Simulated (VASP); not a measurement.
# BaTiO3 (P4mm) in VASP: notebook

The runs below take BaTiO3 through single point, with r2SCAN.

All numbers are computed with VASP 6.6.1; they aren't measurements. Logs are shortened: lines on timing, memory, paths and dates and some standing lists are left out, and cuts for length are marked.

**1. The cell of the first run**

Symmetry: P4mm, No. 99, tetragonal system. Conventional cell: a = 3.973 Å, b = 3.973 Å, c = 3.926 Å, α = 90.00°, β = 90.00°, γ = 90.00°. Within 3.7 Å of Ba (site symmetry 4mm) lie 12 O at 2.77 to 2.81 Å and 8 Ti at 3.41 to 3.44 Å. Ti (site symmetry 4mm) has 6 O at 1.89 to 2.03 Å within 2.5 Å. O (site symmetry 2mm) has 2 Ti at 1.99 Å within 2.6 Å. O (site symmetry 4mm) has 2 Ti at 1.89 to 2.03 Å within 2.5 Å.

**2. Single point, r2SCAN (strain along c alone, the other axes held: -4.5 %, then relaxed in part)**

Input file POSCAR:

```
BaTiO3
1.0
    3.9727519242      0.0000000000      0.0000000000
    0.0000000000      3.9727519242      0.0000000000
    0.0000000000      0.0000000000      3.9263970187
Ba Ti O
1 1 3
Direct
    0.5000000000      0.5000000000      0.5751199705
    0.0000000000      0.0000000000      0.0827636000
    0.0000000000      0.5000000000      0.0685791104
    0.5000000000      0.0000000000      0.0685791104
    0.0000000000      0.0000000000      0.5649551986
```

Input file INCAR.step1:

```
SYSTEM = BaTiO3
ALGO = Normal ; EDIFF = 1E-4
ENCUT = 520 ; GGA = PE
ISMEAR = 0 ; LASPH = .True.
LCHARG = .False. ; LREAL = .False.
LWAVE = .True. ; NBANDS = 28
NELM = 100 ; PREC = Accurate
SIGMA = 0.02
```

Input file INCAR.step2:

```
SYSTEM = BaTiO3
ALGO = Normal ; EDIFF = 1E-6
ENCUT = 520 ; ISIF = 2
ISMEAR = 0 ; ISTART = 1
LASPH = .True. ; LCHARG = .False.
LMIXTAU = .True. ; LREAL = .False.
LWAVE = .False. ; METAGGA = R2SCAN
NBANDS = 28 ; NELM = 100
PREC = Accurate ; SIGMA = 0.02
```

Input file KPOINTS:

```
k-points
0
Gamma
  8 8 8
  0 0 0
```

Potentials or basis: VASP PAW PBE potentials, release 64 (Ba_sv, Ti_sv, O).

The run is started by

```console
> cat potpaw_PBE.64/Ba_sv/POTCAR potpaw_PBE.64/Ti_sv/POTCAR potpaw_PBE.64/O/POTCAR > POTCAR
> cp INCAR.step1 INCAR
> mpirun -np 1 vasp_std > vasp.out
> cp INCAR.step2 INCAR
> mpirun -np 1 vasp_std > vasp.out
```

OUTCAR:

```text
SYSTEM = BaTiO3
   EDIFF = 1E-6
   ENCUT = 520
   ISIF = 2
   ISMEAR = 0
   ISTART = 1
   LASPH = .True.
   LREAL = .False.
   METAGGA = R2SCAN
   NELM = 100
   PREC = Accurate

 ion  position               nearest neighbor table
   1  0.500  0.500  0.575-   3 2.77   4 2.77   4 2.77   3 2.77   5 2.81   5 2.81   5 2.81   5 2.81
                             3 2.81   4 2.81   3 2.81   4 2.81   2 3.41   2 3.41   2 3.41   2 3.41
   2  0.000  0.000  0.083-   5 1.89   4 1.99   3 1.99   3 1.99   4 1.99   5 2.03   1 3.41   1 3.41
                             1 3.41   1 3.41   1 3.44   1 3.44   1 3.44   1 3.44
   3  0.000  0.500  0.069-   2 1.99   2 1.99   1 2.77   1 2.77   1 2.81   1 2.81
   4  0.500  0.000  0.069-   2 1.99   2 1.99   1 2.77   1 2.77   1 2.81   1 2.81
   5  0.000  0.000  0.565-   2 1.89   2 2.03   1 2.81   1 2.81   1 2.81   1 2.81

  LATTYP: Found a simple tetragonal cell.
 ALAT       =     3.9727519242
 C/A-ratio  =     0.9883317896

  Lattice vectors:

 A1 = (   3.9727519242,   0.0000000000,   0.0000000000)
 A2 = (   0.0000000000,   3.9727519242,   0.0000000000)
 A3 = (   0.0000000000,   0.0000000000,   3.9263970187)

Analysis of symmetry for initial positions (statically):
=====================================================================
 Subroutine PRICEL returns:
 Original cell was already a primitive cell.

 Routine SETGRP: Setting up the symmetry group for a
 simple tetragonal supercell.

 Subroutine GETGRP returns: Found  8 space group operations
 (whereof  8 operations were pure point group operations)
 out of a pool of 16 trial point group operations.

The static configuration has the point symmetry C_4v.

Analysis of symmetry for dynamics (positions and initial velocities):
=====================================================================
 Subroutine PRICEL returns:
 Original cell was already a primitive cell.

 Routine SETGRP: Setting up the symmetry group for a
 simple tetragonal supercell.

 Subroutine GETGRP returns: Found  8 space group operations
 (whereof  8 operations were pure point group operations)
 out of a pool of 16 trial point group operations.

The dynamic configuration has the point symmetry C_4v.

 Subroutine INISYM returns: Found  8 space group operations
 (whereof  8 operations are pure point group operations),
 and found     1 'primitive' translations

----------------------------------------------------------------------------------------

                                     Primitive cell

  volume of cell :      61.9694

  direct lattice vectors                    reciprocal lattice vectors
     3.972751924  0.000000000  0.000000000     0.251714685  0.000000000  0.000000000
     0.000000000  3.972751924  0.000000000     0.000000000  0.251714685  0.000000000
     0.000000000  0.000000000  3.926397019     0.000000000  0.000000000  0.254686420

  length of vectors
     3.972751924  3.972751924  3.926397019     0.251714685  0.251714685  0.254686420

  position of ions in fractional coordinates (direct lattice)
     0.500000000  0.500000000  0.575119970
     0.000000000  0.000000000  0.082763600
     0.000000000  0.500000000  0.068579110
     0.500000000  0.000000000  0.068579110
     0.000000000  0.000000000  0.564955199

  ion indices of the primitive-cell ions
   primitive index   ion index
                 1           1
                 2           2
                 3           3
                 4           4
                 5           5

----------------------------------------------------------------------------------------

 KPOINTS: k-points

Automatic generation of k-mesh.
 Grid dimensions read from file:
 generate k-points for:    8    8    8

 Generating k-lattice:

  Cartesian coordinates                     Fractional coordinates (reciprocal lattice)
     0.031464336  0.000000000  0.000000000     0.125000000  0.000000000  0.000000000
     0.000000000  0.031464336  0.000000000     0.000000000  0.125000000  0.000000000
     0.000000000  0.000000000  0.031835802     0.000000000  0.000000000  0.125000000

  Length of vectors
     0.031464336  0.031464336  0.031835802

  Shift w.r.t. Gamma in fractional coordinates (k-lattice)
     0.000000000  0.000000000  0.000000000

 Subroutine IBZKPT returns following result:
 ===========================================

 Found     75 irreducible k-points:

 Following reciprocal coordinates:
            Coordinates               Weight
  0.000000  0.000000  0.000000      1.000000
  0.125000  0.000000  0.000000      4.000000
  0.250000  0.000000  0.000000      4.000000
  0.375000  0.000000  0.000000      4.000000
  0.500000  0.000000  0.000000      2.000000
  0.125000  0.125000  0.000000      4.000000
[... 16 lines left out ...]
  0.375000  0.125000  0.125000     16.000000
  0.500000  0.125000  0.125000      8.000000
 [... further k-points ...]
   k-points           NKPTS =     75   k-points in BZ     NKDIM =     75   number of bands    NBANDS=     28
   number of dos      NEDOS =    301   number of ions     NIONS =      5
   total plane-waves  NPLWV =  27000
   dimension x,y,z NGX =    30 NGY =   30 NGZ =   30
   dimension x,y,z NGXF=    60 NGYF=   60 NGZF=   60
   ions per type =               1   1   3
   NGX,Y,Z   is equivalent  to a cutoff of  12.55, 12.55, 12.70 a.u.
   NGXF,Y,Z  is equivalent  to a cutoff of  25.11, 25.11, 25.40 a.u.
 SYSTEM =  BaTiO3
   PREC   = accura    normal or accurate (medium, high low for compatibility)
   ISTART =      1    job   : 0-new  1-cont  2-samecut
   ICHARG =      0    charge: 1-file 2-atom 10-const
   ISPIN  =      1    spin polarized calculation?
   LNONCOLLINEAR =      F non collinear calculations
   LSORBIT =      F    spin-orbit coupling
   LASPH  =      T    aspherical Exc in radial PAW
   ENCUT  =  520.0 eV  38.22 Ry    6.18 a.u.   7.39  7.39  7.30*2*pi/ulx,y,z
   NELM   =    100;   NELMIN=  2; NELMDL=  0     # of ELM steps
   EDIFF  = 0.1E-05   stopping-criterion for ELM
   LREAL  =      F    real-space projection
   EDIFFG = 0.1E-04   stopping-criterion for IOM
   NSW    =      0    number of steps for IOM
   IBRION =     -1    ionic relax: 0-MD 1-quasi-New 2-CG
   NFREE  =      0    steps in history (QN), initial steepest desc. (CG)
   ISIF   =      2    stress and relaxation
   ISYM   =      2    0-nonsym 1-usesym 2-fastsym
   POTIM  = 0.5000    time-step for ionic-motion
   TEBEG  =    0.0;   TEEND  =   0.0 temperature during run
   PSTRESS=    0.0 pullay stress
   NELECT =      40.0000    total number of electrons
   NUPDOWN=      -1.0000    fix difference up-down
   EMIN   =  10.00;   EMAX   =-10.00  energy-range for DOS
   EFERMI =   0.00;   METHOD = LEGACY
   ISMEAR =     0;   SIGMA  =   0.02  broadening in eV -4-tet -1-fermi 0-gaus
   EFERMI_NEDOS =   21; number of points for ismear=-14 and -15
   IALGO  =     38    algorithm
   IMIX   =      4    mixing-type and parameters
     AMIX     =   0.40;   BMIX     =  1.00
     AMIX_MAG =   1.60;   BMIX_MAG =  1.00
  volume/ion in A,a.u.               =      12.39        83.64
  Fermi-wavevector in a.u.,A,eV,Ry     =   1.414824  2.673630 27.235154  2.001727
  Thomas-Fermi vector in A             =   2.536326
   LORBIT       =      0    0 simple, 1 ext, 2 COOP (PROOUT), +10 PAW based schemes
   METAGGA = R2SCAN    functional components
   LHFCALC =     F    Hartree Fock is set to
   AEXX    =    0.0000 exact exchange contribution
   IVDW    =     0    specifies the selected vdW correction
   LEPSILON=     F    determine dielectric tensor
   LRPA    =     F    only Hartree local field effects (RPA)
 non-spin polarized calculation
 Gauss-broadening in eV      SIGMA  =   0.02
  energy-cutoff  :      520.00
  volume of cell :       61.97
 maximum number of plane-waves:      1703
 NGX is ok and might be reduce to    30
   NGX = 15   NGY = 15   NGZ = 15

 number of electron      39.9999984 magnetization

 Free energy of the ion-electron system (eV)
  ---------------------------------------------------
  ext. energy  EPLUGINS =         0.00000000
  ---------------------------------------------------
  free energy    TOTEN  =       -74.17097356 eV

  energy without entropy =      -74.17097356  energy(sigma->0) =      -74.17097356

 E-fermi :   3.9855     XC(G=0): -12.1129

 val. band max:        3.7941020590   @ k =   0.5000   0.5000   0.5000
 cond. band min:       6.0240653020   @ k =   0.0000   0.0000   0.0000
 fundamental gap:      2.2299632430
 Fermi energy:         3.9854751850

 k-point     1 :       0.0000    0.0000    0.0000
  band No.  band energies     occupation
      1     -54.8860      2.00000
      2     -30.0865      2.00000
      3     -30.0623      2.00000
      4     -30.0623      2.00000
      5     -21.6027      2.00000
      6     -14.1442      2.00000
[... 20 lines left out ...]
     27       9.5020      0.00000
     28      12.5125      0.00000

 k-point     2 :       0.1250    0.0000    0.0000
  band No.  band energies     occupation
      1     -54.8858      2.00000
      2     -30.0862      2.00000
      3     -30.0720      2.00000
      4     -30.0620      2.00000
      5     -21.5809      2.00000
      6     -14.1668      2.00000
[... 20 lines left out ...]
     27       9.8221      0.00000
     28      12.8886      0.00000

 k-point     3 :       0.2500    0.0000    0.0000
  band No.  band energies     occupation
      1     -54.8853      2.00000
      2     -30.0954      2.00000
      3     -30.0854      2.00000
      4     -30.0612      2.00000
      5     -21.5275      2.00000
      6     -14.2670      2.00000
[... 20 lines left out ...]
     27      10.6705      0.00000
     28      13.0368      0.00000

 k-point     4 :       0.3750    0.0000    0.0000
  band No.  band energies     occupation
      1     -54.8849      2.00000
      2     -30.1185      2.00000
      3     -30.0846      2.00000
      4     -30.0603      2.00000
      5     -21.4727      2.00000
      6     -14.4005      2.00000
[... 20 lines left out ...]
     27      11.7077      0.00000
     28      12.9123      0.00000

 k-point     5 :       0.5000    0.0000    0.0000
  band No.  band energies     occupation
      1     -54.8847      2.00000
      2     -30.1280      2.00000
      3     -30.0842      2.00000
      4     -30.0600      2.00000
      5     -21.4495      2.00000
      6     -14.4603      2.00000
[... 20 lines left out ...]
     27      12.2303      0.00000
     28      12.8602      0.00000

 k-point     6 :       0.1250    0.1250    0.0000
  band No.  band energies     occupation
      1     -54.8856      2.00000
      2     -30.0859      2.00000
      3     -30.0719      2.00000
      4     -30.0714      2.00000
      5     -21.5603      2.00000
      6     -14.1722      2.00000
[... 463 lines left out ...]
      5     -21.5393      2.00000
      6     -14.1359      2.00000
[... 20 lines left out ...]
     27      10.3847      0.00000
     28      12.9381      0.00000

 k-point    22 :       0.2500    0.1250    0.1250
  band No.  band energies     occupation
      1     -54.8849      2.00000
      2     -30.0963      2.00000
      3     -30.0942      2.00000
      4     -30.0703      2.00000
      5     -21.4914      2.00000
      6     -14.1720      2.00000
[... 20 lines left out ...]
     27      11.1708      0.00000
     28      13.1452      0.00000

 k-point    23 :       0.3750    0.1250    0.1250
  band No.  band energies     occupation
      1     -54.8845      2.00000
      2     -30.1174      2.00000
      3     -30.0953      2.00000
      4     -30.0694      2.00000
      5     -21.4425      2.00000
      6     -14.2589      2.00000
[... 20 lines left out ...]
     27      12.1502      0.00000
     28      13.3771      0.00000

 k-point    24 :       0.5000    0.1250    0.1250
  band No.  band energies     occupation
      1     -54.8843      2.00000
      2     -30.1268      2.00000
      3     -30.0949      2.00000
      4     -30.0690      2.00000
      5     -21.4219      2.00000
      6     -14.3031      2.00000
[... 20 lines left out ...]
     27      12.5836      0.00000
     28      13.5066      0.00000

 [... further k-points ...]
[... 5 lines left out ...]
  --------------------------------------------------------------------------------------
  -------------------------------------------------------------------------------------
  Total        2.6032830      2.6032830      4.0269542      0.0000000      0.0000000      0.0000000
  in kB       67.3061677     67.3061677    104.1142490      0.0000000      0.0000000      0.0000000
  external PRESSURE =      79.5755281 kB  Pullay stress =       0.0000000 kB

 VOLUME and BASIS-vectors are now :
 -----------------------------------------------------------------------------
  energy-cutoff  :      520.00
  volume of cell :       61.97
      direct lattice vectors                 reciprocal lattice vectors
     3.972751924  0.000000000  0.000000000     0.251714685  0.000000000  0.000000000
     0.000000000  3.972751924  0.000000000     0.000000000  0.251714685  0.000000000
     0.000000000  0.000000000  3.926397019     0.000000000  0.000000000  0.254686420

 POSITION                                       TOTAL-FORCE (eV/Angst)
 -----------------------------------------------------------------------------------
      1.98638      1.98638      2.25815        -0.000000     -0.000000     -0.011703
      0.00000      0.00000      0.32496        -0.000000      0.000000     -0.068248
      0.00000      1.98638      0.26927        -0.000000      0.000000      0.007925
      1.98638      0.00000      0.26927         0.000000      0.000000      0.007925
      0.00000      0.00000      2.21824        -0.000000     -0.000000      0.064102
 -----------------------------------------------------------------------------------
    total drift:                                0.000000      0.000000     -0.006548

  FREE ENERGIE OF THE ION-ELECTRON SYSTEM (eV)
  ---------------------------------------------------
  free  energy   TOTEN  =       -74.1709735584 eV

  energy  without entropy=      -74.1709735584  energy(sigma->0) =      -74.17097356
```

Run time: 9.9 min. Hardware: 1 thread of Intel Xeon 8259CL, shared host; peak memory 0.27 GiB.

Results:

| Item | Value |
| --- | --- |
| Free energy | -74.1710 eV |
| Pressure | 8.0 GPa |
| Largest force | 0.068 eV/Å |
| Band gap on the k mesh | 2.23 eV (least direct gap 2.38 eV) |

Forces on the atoms (eV/Å):
```
Ba   0.000  0.000 -0.012
Ti   0.000  0.000 -0.068
O    0.000  0.000  0.008
O    0.000  0.000  0.008
O    0.000  0.000  0.064
```

Levels at points of the mesh, in eV from the valence-band top:
```tsv
k point	band 16	band 17	band 18	band 19	band 20	band 21	band 22	band 23	band 24	band 25
(0.00, 0.00, 0.00)	-1.23	-1.14	-0.16	-0.16	-0.15	2.23	2.33	2.33	4.42	4.56
(0.50, 0.00, 0.00)	-1.98	-1.80	-1.75	-0.80	-0.78	2.48	4.02	4.04	4.53	6.64
(0.50, 0.50, 0.00)	-2.74	-1.77	-0.97	-0.97	-0.10	4.05	4.05	4.49	5.49	8.40
(0.00, 0.00, 0.50)	-2.00	-2.00	-1.94	-0.74	-0.74	2.41	4.17	4.17	4.43	6.77
(0.50, 0.00, 0.50)	-2.78	-1.75	-0.82	-0.81	-0.10	4.04	4.18	4.56	5.39	8.55
(0.50, 0.50, 0.50)	-2.46	-2.30	0.00	0.00	0.00	4.76	4.83	4.83	7.48	7.61
```

Caveat: the cell differs from its parent crystal (strain along c alone, the other axes held: -4.5 %, then relaxed in part); the cell stands under pressure; the PAW data sets were made with another functional, which shifts forces and pressure a little; spin-orbit coupling is left out, which moves the levels of the heavy elements. A k mesh can miss the band edges.

**3. Single point, r2SCAN (strain along c alone, the other axes held: -3.0 %, then relaxed in part)**

Input file POSCAR:

```
BaTiO3
1.0
    3.9727519242      0.0000000000      0.0000000000
    0.0000000000      3.9727519242      0.0000000000
    0.0000000000      0.0000000000      3.9880681760
Ba Ti O
1 1 3
Direct
    0.5000000000      0.5000000000      0.5785671803
    0.0000000000      0.0000000000      0.0918967475
    0.0000000000      0.5000000000      0.0659806876
    0.5000000000      0.0000000000      0.0659806876
    0.0000000000      0.0000000000      0.5575716869
```

Input file INCAR.step1:

```
SYSTEM = BaTiO3
PREC = Accurate
ENCUT = 520
ISMEAR = 0
SIGMA = 0.02
LREAL = .FALSE.
LASPH = .TRUE.
NELM = 100
NBANDS = 28
GGA = PE
ALGO = Normal
EDIFF = 1E-4
LWAVE = .TRUE.
LCHARG = .FALSE.
```

Input file INCAR.step2:

```
SYSTEM = BaTiO3
PREC = Accurate
ENCUT = 520
EDIFF = 1E-7
ISMEAR = 0
SIGMA = 0.02
LREAL = .FALSE.
LASPH = .TRUE.
NELM = 100
ALGO = Normal
ISIF = 2
LWAVE = .FALSE.
LCHARG = .TRUE.
METAGGA = R2SCAN
LMIXTAU = .TRUE.
LELF = .TRUE.
LVHAR = .TRUE.
NBANDS = 28
ISTART = 1
```

Input file KPOINTS:

```
Automatic mesh
0
G
  8 8 8
  0 0 0
```

Potentials or basis: VASP PAW PBE potentials, release 64 (Ba_sv, Ti_sv, O).

The run is started by

```console
> cat potpaw_PBE.64/Ba_sv/POTCAR potpaw_PBE.64/Ti_sv/POTCAR potpaw_PBE.64/O/POTCAR > POTCAR
> cp INCAR.step1 INCAR
> mpirun -np 1 vasp_std > vasp.out
> cp INCAR.step2 INCAR
> mpirun -np 1 vasp_std > vasp.out
```

Wall time 12 min (1 thread of Intel Xeon 8259CL, shared host); peak memory 0.27 GiB.

Results (log left out):

| Property | Result |
| --- | --- |
| Free energy | -74.2182 eV |
| Pressure | 5.6 GPa |
| Largest force | 0.114 eV/Å |
| Band gap on the k mesh | 2.22 eV (least direct gap 2.53 eV) |

Forces on the atoms (eV/Å):
```
Ba   0.000  0.000 -0.021
Ti   0.000  0.000 -0.113
O    0.000  0.000  0.010
O    0.000  0.000  0.010
O    0.000  0.000  0.114
```

Stress tensor (GPa, compression positive):
```
4.94 0.00 0.00
0.00 4.94 0.00
0.00 0.00 6.92
```

Levels at points of the mesh, in eV from the valence-band top:
```tsv
k point	band 18	band 19	band 20	band 21	band 22	band 23
(0.00, 0.00, 0.00)	-0.34	-0.30	-0.30	2.22	2.46	2.46
(0.50, 0.00, 0.00)	-1.72	-1.02	-0.92	2.60	3.98	4.02
(0.50, 0.50, 0.00)	-1.03	-1.03	-0.09	4.04	4.04	4.45
(0.00, 0.00, 0.50)	-1.97	-0.75	-0.75	2.38	4.06	4.06
(0.50, 0.00, 0.50)	-0.91	-0.90	-0.20	4.00	4.07	4.45
(0.50, 0.50, 0.50)	-0.11	-0.11	0.00	4.70	4.71	4.71
```

Caveat: the cell differs from its parent crystal (strain along c alone, the other axes held: -3.0 %, then relaxed in part); the cell stands under pressure; the PAW data sets were made with another functional, which shifts forces and pressure a little; spin-orbit coupling is left out, which moves the levels of the heavy elements.

(Part 1 of 2 ends here.)
